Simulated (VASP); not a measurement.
# AgH12O6F in VASP: a series of runs, part 2 of 2

VASP 6.6.1. Earlier steps stand in the parts before.

## (3) Single point, PBE

INCAR reads:

```
SYSTEM = AgH12O6F
PREC     = Accurate       ! precision mode
ENCUT    = 520            ! plane-wave cutoff, eV
EDIFF    = 1E-6           ! SCF threshold, eV
ISMEAR   = -1             ! smearing method
SIGMA    = 0.05           ! smearing width, eV
LREAL    = Auto         
LASPH    = .TRUE.         ! aspherical terms in the spheres
NELM     = 120            ! most SCF steps
ALGO     = Normal         ! electronic algorithm
ISIF     = 2              ! what is computed and relaxed
LWAVE    = .FALSE.        ! write WAVECAR
LCHARG   = .FALSE.        ! write CHGCAR
GGA      = PE             ! functional
NBANDS   = 53             ! bands
GGA_COMPAT= .FALSE.
```

KPOINTS reads:

```
regular mesh
0
G
  1 1 1
  0 0 0
```

POSCAR reads:

```
AgH12O6F
1.0
    6.0731780000      0.0000000000      0.0000000000
    0.0000000000      6.0731780000      0.0000000000
    0.0000000000      0.0000000000      6.0731780000
O H Ag F
6 12 1 1
Direct
    0.1873813018      0.6623550306      0.0289469533
   -0.0173056018      0.7902452390      0.6235450369
    0.5606949113      0.6139454500      0.4157460888
   -0.0412469386      0.3650477559      0.4789090654
    0.7377356633      0.3478409492      0.8855330768
    0.2938659134      0.0931802098      0.4274862354
    0.1049697539      0.7270328648     -0.0973625341
    0.1172368075      0.5235315020      0.0524931099
    0.0748701915      0.8863234373      0.5365230527
    0.0147533960      0.6382655012      0.5666720126
    0.6839252859      0.7017083972      0.4774765370
    0.4396709598      0.7176308681      0.4106910748
   -0.1405524422      0.3607172390      0.3503108257
    0.0900846311      0.2717193535      0.4367565054
    0.7948886069      0.3203923876      0.7370440978
    0.6736012019      0.2110756510      0.9472141274
    0.3942581627      0.0804685784      0.2949361932
    0.3819581774      0.1564913790      0.5421214395
    0.6169422335      0.6757088299      0.9932690924
    0.5714800390      0.0207140314      1.0995561138
```

Potentials or basis: VASP PAW PBE potentials, release 64 (O, H, Ag_sv_GW, F).

Launch:

```bash
$ cat potpaw_PBE.64/O/POTCAR potpaw_PBE.64/H/POTCAR potpaw_PBE.64/Ag_sv_GW/POTCAR potpaw_PBE.64/F/POTCAR > POTCAR
$ mpirun -np 1 vasp_gam > vasp.out
```

OUTCAR:

```text
SYSTEM = AgH12O6F
   PREC = Accurate
   ENCUT = 520
   EDIFF = 1E-6
   ISMEAR = -1
   LREAL = Auto
   LASPH = .TRUE.
   NELM = 120
   ISIF = 2
   GGA = PE

 ion  position               nearest neighbor table
   1  0.187  0.662  0.029-   8 0.96   7 1.00
   2  0.983  0.790  0.624-   9 0.97  10 1.00
   3  0.561  0.614  0.416-  12 0.97  11 0.99
   4  0.959  0.365  0.479-  13 0.99  14 1.01
   5  0.738  0.348  0.886-  15 0.98  16 0.99  19 2.22
   6  0.294  0.093  0.427-  18 0.96  17 1.01
   7  0.105  0.727  0.903-   1 1.00
   8  0.117  0.524  0.052-   1 0.96
   9  0.075  0.886  0.537-   2 0.97
  10  0.015  0.638  0.567-   2 1.00
  11  0.684  0.702  0.477-   3 0.99
  12  0.440  0.718  0.411-   3 0.97
  13  0.859  0.361  0.350-   4 0.99
  14  0.090  0.272  0.437-   4 1.01
  15  0.795  0.320  0.737-   5 0.98
  16  0.674  0.211  0.947-   5 0.99
  17  0.394  0.080  0.295-   6 1.01
  18  0.382  0.156  0.542-   6 0.96
  19  0.617  0.676  0.993-  20 2.21   5 2.22
  20  0.571  0.021  0.100-  19 2.21

  LATTYP: Found a simple cubic cell.
 ALAT       =     6.0731780000

  Lattice vectors:

 A1 = (   6.0731780000,   0.0000000000,   0.0000000000)
 A2 = (   0.0000000000,   6.0731780000,   0.0000000000)
 A3 = (   0.0000000000,   0.0000000000,   6.0731780000)

Analysis of symmetry for initial positions (statically):
=====================================================================
 Subroutine PRICEL returns:
 Original cell was already a primitive cell.

 Routine SETGRP: Setting up the symmetry group for a
 simple cubic supercell.

 Subroutine GETGRP returns: Found  1 space group operations
 (whereof  1 operations were pure point group operations)
 out of a pool of 48 trial point group operations.

The static configuration has the point symmetry C_1 .

Analysis of symmetry for dynamics (positions and initial velocities):
=====================================================================
 Subroutine PRICEL returns:
 Original cell was already a primitive cell.

 Routine SETGRP: Setting up the symmetry group for a
 simple cubic supercell.

 Subroutine GETGRP returns: Found  1 space group operations
 (whereof  1 operations were pure point group operations)
 out of a pool of 48 trial point group operations.

The dynamic configuration has the point symmetry C_1 .

 Subroutine INISYM returns: Found  1 space group operations
 (whereof  1 operations are pure point group operations),
 and found     1 'primitive' translations

----------------------------------------------------------------------------------------

                                     Primitive cell

  volume of cell :     224.0000

  direct lattice vectors                    reciprocal lattice vectors
     6.073178000  0.000000000  0.000000000     0.164658437  0.000000000  0.000000000
     0.000000000  6.073178000  0.000000000     0.000000000  0.164658437  0.000000000
     0.000000000  0.000000000  6.073178000     0.000000000  0.000000000  0.164658437

  length of vectors
     6.073178000  6.073178000  6.073178000     0.164658437  0.164658437  0.164658437

  position of ions in fractional coordinates (direct lattice)
     0.187381302  0.662355031  0.028946953
     0.982694398  0.790245239  0.623545037
     0.560694911  0.613945450  0.415746089
     0.958753061  0.365047756  0.478909065
     0.737735663  0.347840949  0.885533077
     0.293865913  0.093180210  0.427486235
[... 12 lines left out ...]
     0.616942233  0.675708830  0.993269092
     0.571480039  0.020714031  0.099556114

  ion indices of the primitive-cell ions
   primitive index   ion index
                 1           1
                 2           2
                 3           3
                 4           4
                 5           5
                 6           6
[... 12 lines left out ...]
                19          19
                20          20

----------------------------------------------------------------------------------------

 KPOINTS: regular mesh

Automatic generation of k-mesh.
 Grid dimensions read from file:
 generate k-points for:    1    1    1

 Generating k-lattice:

  Cartesian coordinates                     Fractional coordinates (reciprocal lattice)
     0.164658437  0.000000000  0.000000000     1.000000000  0.000000000  0.000000000
     0.000000000  0.164658437  0.000000000     0.000000000  1.000000000  0.000000000
     0.000000000  0.000000000  0.164658437     0.000000000  0.000000000  1.000000000

  Length of vectors
     0.164658437  0.164658437  0.164658437

  Shift w.r.t. Gamma in fractional coordinates (k-lattice)
     0.000000000  0.000000000  0.000000000

 Subroutine IBZKPT returns following result:
 ===========================================

 Found      1 irreducible k-points:

 Following reciprocal coordinates:
            Coordinates               Weight
  0.000000  0.000000  0.000000      1.000000
   k-points           NKPTS =      1   k-points in BZ     NKDIM =      1   number of bands    NBANDS=     53
   number of dos      NEDOS =    301   number of ions     NIONS =     20
   total plane-waves  NPLWV = 110592
   dimension x,y,z NGX =    48 NGY =   48 NGZ =   48
   dimension x,y,z NGXF=    96 NGYF=   96 NGZF=   96
   ions per type =               6  12   1   1
   NGX,Y,Z   is equivalent  to a cutoff of  13.14, 13.14, 13.14 a.u.
   NGXF,Y,Z  is equivalent  to a cutoff of  26.28, 26.28, 26.28 a.u.
 SYSTEM =  AgH12O6F
   PREC   = accura    normal or accurate (medium, high low for compatibility)
   ISTART =      0    job   : 0-new  1-cont  2-samecut
   ICHARG =      2    charge: 1-file 2-atom 10-const
   ISPIN  =      1    spin polarized calculation?
   LNONCOLLINEAR =      F non collinear calculations
   LSORBIT =      F    spin-orbit coupling
   LASPH  =      T    aspherical Exc in radial PAW
   ENCUT  =  520.0 eV  38.22 Ry    6.18 a.u.  11.29 11.29 11.29*2*pi/ulx,y,z
   NELM   =    120;   NELMIN=  2; NELMDL= -5     # of ELM steps
   EDIFF  = 0.1E-05   stopping-criterion for ELM
   LREAL  =      T    real-space projection
   EDIFFG = 0.1E-04   stopping-criterion for IOM
   NSW    =      0    number of steps for IOM
   IBRION =     -1    ionic relax: 0-MD 1-quasi-New 2-CG
   NFREE  =      0    steps in history (QN), initial steepest desc. (CG)
   ISIF   =      2    stress and relaxation
   ISYM   =      2    0-nonsym 1-usesym 2-fastsym
   POTIM  = 0.5000    time-step for ionic-motion
   TEBEG  =    0.0;   TEEND  =   0.0 temperature during run
   PSTRESS=    0.0 pullay stress
   NELECT =      74.0000    total number of electrons
   NUPDOWN=      -1.0000    fix difference up-down
   EMIN   =  10.00;   EMAX   =-10.00  energy-range for DOS
   EFERMI =   0.00;   METHOD = LEGACY
   ISMEAR =    -1;   SIGMA  =   0.05  broadening in eV -4-tet -1-fermi 0-gaus
   EFERMI_NEDOS =   21; number of points for ismear=-14 and -15
   IALGO  =     38    algorithm
   IMIX   =      4    mixing-type and parameters
     AMIX     =   0.40;   BMIX     =  1.00
     AMIX_MAG =   1.60;   BMIX_MAG =  1.00
  volume/ion in A,a.u.               =      11.20        75.58
  Fermi-wavevector in a.u.,A,eV,Ry     =   1.131712  2.138626 17.425973  1.280773
  Thomas-Fermi vector in A             =   2.268412
   LORBIT       =      0    0 simple, 1 ext, 2 COOP (PROOUT), +10 PAW based schemes
   GGA     = PE    functional components
   LHFCALC =     F    Hartree Fock is set to
   AEXX    =    0.0000 exact exchange contribution
   IVDW    =     0    specifies the selected vdW correction
   LEPSILON=     F    determine dielectric tensor
   LRPA    =     F    only Hartree local field effects (RPA)
 non-spin polarized calculation
  energy-cutoff  :      520.00
  volume of cell :      224.00
 maximum number of plane-waves:      3016
 NGX is ok and might be reduce to    48
   NGX = 23   NGY = 23   NGZ = 23

 number of electron      74.0000020 magnetization

 Free energy of the ion-electron system (eV)
  ---------------------------------------------------
  ext. energy  EPLUGINS =         0.00000000
  ---------------------------------------------------
  free energy    TOTEN  =       -92.28767605 eV

  energy without entropy =      -92.28767605  energy(sigma->0) =      -92.28767605

 E-fermi :  -0.5343     XC(G=0):  -7.1265

 val. band max:       -2.0732030249   @ k =   0.0000   0.0000   0.0000
 cond. band min:       0.7423057761   @ k =   0.0000   0.0000   0.0000
 fundamental gap:      2.8155088010
 Fermi energy:        -0.5343247318

 k-point     1 :       0.0000    0.0000    0.0000
  band No.  band energies     occupation
      1     -90.8487      2.00000
      2     -54.3928      2.00000
      3     -54.3743      2.00000
      4     -54.3433      2.00000
      5     -23.0175      2.00000
      6     -22.3305      2.00000
[... 41 lines left out ...]
     48       7.7702      0.00000
     49       7.8951      0.00000
 [bands above 49 left out]

------------------------ aborting loop because EDIFF is reached ----------------------------------------

  FORCE on cell =-STRESS in cart. coord.  units (eV):
  Direction    XX          YY          ZZ          XY          YZ          ZX
  --------------------------------------------------------------------------------------
  -------------------------------------------------------------------------------------
  Total       -1.5323993      0.5213582     -1.8272812      0.5988222     -1.4809714      0.0544671
  in kB      -10.9606040      3.7290549    -13.0697699      4.2831218    -10.5927623      0.3895803
  external PRESSURE =      -6.7671063 kB  Pullay stress =       0.0000000 kB

 VOLUME and BASIS-vectors are now :
 -----------------------------------------------------------------------------
  energy-cutoff  :      520.00
  volume of cell :      224.00
      direct lattice vectors                 reciprocal lattice vectors
     6.073178000  0.000000000  0.000000000     0.164658437  0.000000000  0.000000000
     0.000000000  6.073178000  0.000000000     0.000000000  0.164658437  0.000000000
     0.000000000  0.000000000  6.073178000     0.000000000  0.000000000  0.164658437

 POSITION                                       TOTAL-FORCE (eV/Angst)
 -----------------------------------------------------------------------------------
      1.13800      4.02260      0.17580         0.279668      0.983115     -0.380658
      5.96808      4.79930      3.78690        -0.289431     -1.050814      0.276780
      3.40520      3.72860      2.52490         0.700078      0.171505      0.217656
      5.82268      2.21700      2.90850         0.006876     -0.194745     -0.777365
      4.48040      2.11250      5.37800         0.156086      0.335237     -0.078374
      1.78470      0.56590      2.59620        -0.225649     -0.302256     -0.678912
[... 12 lines left out ...]
      3.74680      4.10370      6.03230        -0.203800     -0.173907      0.011044
      3.47070      0.12580      0.60462        -0.123158      0.145842     -0.022366
 -----------------------------------------------------------------------------------
    total drift:                                0.000872      0.001499      0.005005

  FREE ENERGIE OF THE ION-ELECTRON SYSTEM (eV)
  ---------------------------------------------------
  free  energy   TOTEN  =       -92.2876760455 eV

  energy  without entropy=      -92.2876760455  energy(sigma->0) =      -92.28767605
```

It took 18 s on 1 thread of Intel Xeon 6975P-C (Granite Rapids), shared host; peak memory 0.32 GiB.

What came out:

```yaml
Free_energy: -92.2877 eV
Pressure: -0.7 GPa
Largest_force: 1.125 eV/Å
```

Forces on the atoms (eV/Å):
```
O    0.280  0.983 -0.381
O   -0.289 -1.051  0.277
O    0.700  0.172  0.218
O    0.007 -0.195 -0.777
O    0.156  0.335 -0.078
O   -0.226 -0.302 -0.679
H    0.191 -0.064  0.137
H   -0.427 -0.866  0.103
H    0.474  0.569 -0.332
H   -0.312  0.455  0.142
H   -0.261 -0.210 -0.043
H   -0.271  0.174 -0.077
H    0.256  0.048  0.530
H   -0.391  0.067  0.148
H    0.116  0.166 -0.076
H   -0.251 -0.410  0.426
H    0.022 -0.138 -0.088
H    0.554  0.293  0.562
Ag  -0.204 -0.174  0.011
F   -0.123  0.146 -0.022
```

Caveat: the k points lie up to 1.03 Å⁻¹ apart, too coarse for converged energies, forces and pressures; the atoms stand as in a frame of molecular dynamics.
